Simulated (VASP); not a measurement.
# In2O3 (R-3c) in VASP: further runs, part 2 of 2

VASP 6.6.1.

### 3 Single point, r2SCAN (strain +0.025 along x and y, +0.025 along z)

File POSCAR:

```
In2O3
1.0
    2.8227850033      1.6297356815      4.9747553814
   -2.8227850033      1.6297356815      4.9747553814
    0.0000000000     -3.2594713630      4.9747553814
In O
4 6
Direct
    0.3570704061      0.3570704061      0.3570704061
    0.1429295939      0.1429295939      0.1429295939
    0.6429295939      0.6429295939      0.6429295939
    0.8570704061      0.8570704061      0.8570704061
    0.5465740402      0.9534259598      0.2500000000
    0.2500000000      0.5465740402      0.9534259598
    0.9534259598      0.2500000000      0.5465740402
    0.4534259598      0.0465740402      0.7500000000
    0.7500000000      0.4534259598      0.0465740402
    0.0465740402      0.7500000000      0.4534259598
```

File INCAR.step1:

```
PREC     = Accurate       # precision mode
ENCUT    = 520            # plane-wave cutoff, eV
ISMEAR   = 0              # smearing method
SIGMA    = 0.05           # smearing width, eV
LREAL    = False          # projectors in reciprocal space
LASPH    = True           # aspherical terms in the spheres
NELM     = 80             # most SCF steps
NBANDS   = 55             # bands
GGA      = PE             # functional
ALGO     = Normal         # electronic algorithm
EDIFF    = 1E-4           # SCF threshold, eV
LWAVE    = True           # write WAVECAR
LCHARG   = False          # write CHGCAR
```

File INCAR.step2:

```
PREC     = Accurate       # precision mode
ENCUT    = 520            # plane-wave cutoff, eV
EDIFF    = 1E-6           # SCF threshold, eV
ISMEAR   = 0              # smearing method
SIGMA    = 0.05           # smearing width, eV
LREAL    = False          # projectors in reciprocal space
LASPH    = True           # aspherical terms in the spheres
NELM     = 80             # most SCF steps
ALGO     = Normal         # electronic algorithm
ISIF     = 2              # what is computed and relaxed
LWAVE    = False          # write WAVECAR
LCHARG   = False          # write CHGCAR
METAGGA  = R2SCAN         # meta-GGA
LMIXTAU  = True         
NBANDS   = 55             # bands
ISTART   = 1
```

File KPOINTS:

```
Automatic mesh
0
Gamma
  6 6 6
```

Potentials or basis: VASP PAW PBE potentials, release 64 (In_d, O).

On the command line:

```sh
> cat potpaw_PBE.64/In_d/POTCAR potpaw_PBE.64/O/POTCAR > POTCAR
> cp INCAR.step1 INCAR
> mpirun -np 1 vasp_std > vasp.out
> cp INCAR.step2 INCAR
> mpirun -np 1 vasp_std > vasp.out
```

Wall time 12 min (1 thread of Intel Xeon 6975P-C (Granite Rapids), shared host); peak memory 0.46 GiB.

The run converged. Its results:

```yaml
Free_energy: -144.1615 eV
Pressure: -10.5 GPa
Largest_force: 0.115 eV/Å
Band_gap_on_the_k_mesh: 1.29 eV, indirect (least direct gap 1.38 eV)
```

Forces in eV/Å, atoms in the order of the input:
```
In   0.000  0.000 -0.115
In   0.000  0.000  0.115
In   0.000  0.000  0.115
In   0.000  0.000 -0.115
O    0.008  0.000  0.000
O   -0.004  0.007  0.000
O   -0.004 -0.007  0.000
O   -0.008  0.000  0.000
O    0.004 -0.007  0.000
O    0.004  0.007  0.000
```

Stress tensor (GPa, compression positive):
```
-11.03   0.00   0.00
  0.00 -11.03   0.00
  0.00   0.00  -9.48
```

Levels at points of the mesh, in eV from the valence-band top:
```tsv
k point	band 40	band 41	band 42	band 43	band 44	band 45	band 46	band 47	band 48	band 49
(0.00, 0.00, 0.00)	-0.34	-0.23	-0.23	-0.10	-0.10	1.29	5.77	6.24	7.32	9.32
(0.50, 0.00, 0.00)	-0.79	-0.69	-0.69	-0.06	-0.06	4.95	4.95	5.94	5.94	8.66
(0.50, 0.50, 0.00)	-0.75	-0.52	-0.35	-0.10	-0.05	5.13	5.51	6.41	6.58	7.61
(0.50, 0.50, 0.50)	-1.00	-0.19	-0.19	-0.19	-0.19	4.42	4.42	7.10	7.10	8.55
```

Caveat: the cell differs from its parent crystal (strain +0.025 along x and y, +0.025 along z); the PAW data sets were made with another functional, which shifts forces and pressure a little; spin-orbit coupling is left out, which moves the levels of the heavy elements.

### 4 Single point, r2SCAN (strain +0.000 along x and y, +0.050 along z)

POSCAR, as its differences from that of step 3:

```diff
@@ -2,5 +2,5 @@
 1.0
-    2.8227850033      1.6297356815      4.9747553814
-   -2.8227850033      1.6297356815      4.9747553814
-    0.0000000000     -3.2594713630      4.9747553814
+    2.7539365886      1.5899860307      5.0960908785
+   -2.7539365886      1.5899860307      5.0960908785
+    0.0000000000     -3.1799720615      5.0960908785
 In O
```

File INCAR.step1:

```
SYSTEM = In2O3
ALGO = Normal
EDIFF = 1E-4
ENCUT = 520
GGA = PE
ISMEAR = 0
LASPH = .TRUE.
LCHARG = .FALSE.
LREAL = .FALSE.
LWAVE = .TRUE.
NBANDS = 55
NELM = 80
PREC = Accurate
SIGMA = 0.05
```

File INCAR.step2:

```
SYSTEM = In2O3
ALGO = Normal
EDIFF = 1E-7
ENCUT = 520
ISIF = 2
ISMEAR = 0
ISTART = 1
LASPH = .TRUE.
LCHARG = .FALSE.
LMIXTAU = .TRUE.
LREAL = .FALSE.
LWAVE = .FALSE.
METAGGA = R2SCAN
NBANDS = 55
NELM = 80
PREC = Accurate
SIGMA = 0.05
```

File KPOINTS:

```
k-points
0
G
  6 6 6
  0 0 0
```

On the command line:

```sh
> cat potpaw_PBE.64/In_d/POTCAR potpaw_PBE.64/O/POTCAR > POTCAR
> cp INCAR.step1 INCAR
> mpirun -np 1 vasp_std > vasp.out
> cp INCAR.step2 INCAR
> mpirun -np 1 vasp_std > vasp.out
```

It took 20 min on 1 thread of Intel Xeon 6975P-C (Granite Rapids), shared host; peak memory 0.46 GiB.

The run converged. Its results:

```
Free energy            : -144.2578 eV
Pressure               : -6.2 GPa
Largest force          : 0.382 eV/Å
Band gap on the k mesh : 1.45 eV, indirect (least direct gap 1.46 eV)
```

Forces on the atoms (eV/Å):
```
In   0.000  0.000 -0.382
In   0.000  0.000  0.382
In   0.000  0.000  0.382
In   0.000  0.000 -0.382
O   -0.037  0.000  0.000
O    0.018 -0.032  0.000
O    0.018  0.032  0.000
O    0.037  0.000  0.000
O   -0.018  0.032  0.000
O   -0.018 -0.032  0.000
```

Stress tensor (GPa, compression positive):
```
 -3.75   0.00   0.00
  0.00  -3.75   0.00
  0.00   0.00 -11.23
```

Levels at points of the mesh, in eV from the valence-band top:
```tsv
k point	band 41	band 42	band 43	band 44	band 45	band 46	band 47	band 48
(0.00, 0.00, 0.00)	-0.26	-0.26	-0.01	-0.01	1.45	6.01	6.43	7.81
(0.50, 0.00, 0.00)	-0.75	-0.75	-0.11	-0.11	5.13	5.13	6.15	6.15
(0.50, 0.50, 0.00)	-0.52	-0.43	-0.15	-0.08	5.28	5.77	6.65	6.96
(0.50, 0.50, 0.50)	-0.14	-0.14	-0.14	-0.14	4.57	4.57	7.39	7.39
```

Caveat: the cell differs from its parent crystal (strain +0.000 along x and y, +0.050 along z); the PAW data sets were made with another functional, which shifts forces and pressure a little; spin-orbit coupling is left out, which moves the levels of the heavy elements.

### 5 Single point, r2SCAN (strain +0.025 along x and y, +0.000 along z)

POSCAR, as its differences from that of step 4:

```diff
@@ -2,5 +2,5 @@
 1.0
-    2.7539365886      1.5899860307      5.0960908785
-   -2.7539365886      1.5899860307      5.0960908785
-    0.0000000000     -3.1799720615      5.0960908785
+    2.8227850033      1.6297356815      4.8534198843
+   -2.8227850033      1.6297356815      4.8534198843
+    0.0000000000     -3.2594713630      4.8534198843
 In O
```

File INCAR.step1:

```
  PREC = Accurate
  ENCUT = 520
  ISMEAR = 0
  SIGMA = 0.05
  LREAL = F
  LASPH = T
  NELM = 100
  NBANDS = 55
  GGA = PE
  ALGO = Normal
  EDIFF = 1E-4
  LWAVE = T
  LCHARG = F
```

File INCAR.step2:

```
  PREC = Accurate
  ENCUT = 520
  EDIFF = 1E-7
  ISMEAR = 0
  SIGMA = 0.05
  LREAL = F
  LASPH = T
  NELM = 100
  ALGO = Normal
  ISIF = 2
  LWAVE = F
  LCHARG = F
  METAGGA = R2SCAN
  LMIXTAU = T
  NBANDS = 55
  ISTART = 1
```

File KPOINTS:

```
Automatic mesh
0
Gamma
  6 6 6
```

On the command line:

```sh
> cat potpaw_PBE.64/In_d/POTCAR potpaw_PBE.64/O/POTCAR > POTCAR
> cp INCAR.step1 INCAR
> mpirun -np 1 vasp_std > vasp.out
> cp INCAR.step2 INCAR
> mpirun -np 1 vasp_std > vasp.out
```

It took 20 min on 1 thread of Intel Xeon 6975P-C (Granite Rapids), shared host; peak memory 0.45 GiB.

It converged, with:

* Free energy: -144.2975 eV
* Pressure: -7.5 GPa
* Largest force: 0.099 eV/Å
* Band gap on the k mesh: 1.42 eV, indirect (least direct gap 1.55 eV)

Forces on the atoms (eV/Å):
```
In   0.000  0.000  0.099
In   0.000  0.000 -0.099
In   0.000  0.000 -0.099
In   0.000  0.000  0.099
O    0.034  0.000  0.000
O   -0.017  0.030  0.000
O   -0.017 -0.030  0.000
O   -0.034  0.000  0.000
O    0.017 -0.030  0.000
O    0.017  0.030  0.000
```

Stress tensor (GPa, compression positive):
```
-9.23  0.00  0.00
 0.00 -9.23  0.00
 0.00  0.00 -3.92
```

Levels at points of the mesh, in eV from the valence-band top:
```
           k point  band 41  band 42  band 43  band 44  band 45  band 46  band 47  band 48
(0.00, 0.00, 0.00)    -0.23    -0.23    -0.13    -0.13     1.42     5.84     6.47     7.32
(0.50, 0.00, 0.00)    -0.66    -0.66    -0.06    -0.06     5.09     5.09     6.10     6.10
(0.50, 0.50, 0.00)    -0.56    -0.32    -0.09    -0.05     5.33     5.63     6.60     6.63
(0.50, 0.50, 0.50)    -0.24    -0.24    -0.24    -0.24     4.57     4.57     7.28     7.28
```

Caveat: the cell differs from its parent crystal (strain +0.025 along x and y, +0.000 along z); the PAW data sets were made with another functional, which shifts forces and pressure a little; spin-orbit coupling is left out, which moves the levels of the heavy elements.

### 6 The runs side by side

```csv
cell,gap on the mesh (eV),pressure (GPa),largest force (eV/Å)
"a = 5.791 Å, angles 59.9°, 10 atoms",1.12,-11.1,0.38
"a = 5.947 Å, angles 56.7°, 10 atoms",1.29,-10.5,0.12
"a = 6.007 Å, angles 54.6°, 10 atoms",1.45,-6.2,0.38
"a = 5.846 Å, angles 57.7°, 10 atoms",1.42,-7.5,0.10
```

Alike in all rows: task single point; level r2SCAN; potentials or basis VASP PAW PBE potentials, release 64 (In_d, O); no spin polarisation; k mesh 6 × 6 × 6; cutoff (eV) 520; smearing gaussian 0.05 eV.

Caveats: the PAW data sets were made with another functional, which shifts forces and pressure a little; spin-orbit coupling is left out, which moves the levels of the heavy elements.

Total energies depend on the potentials used, so only differences within one code and one set of settings carry meaning.
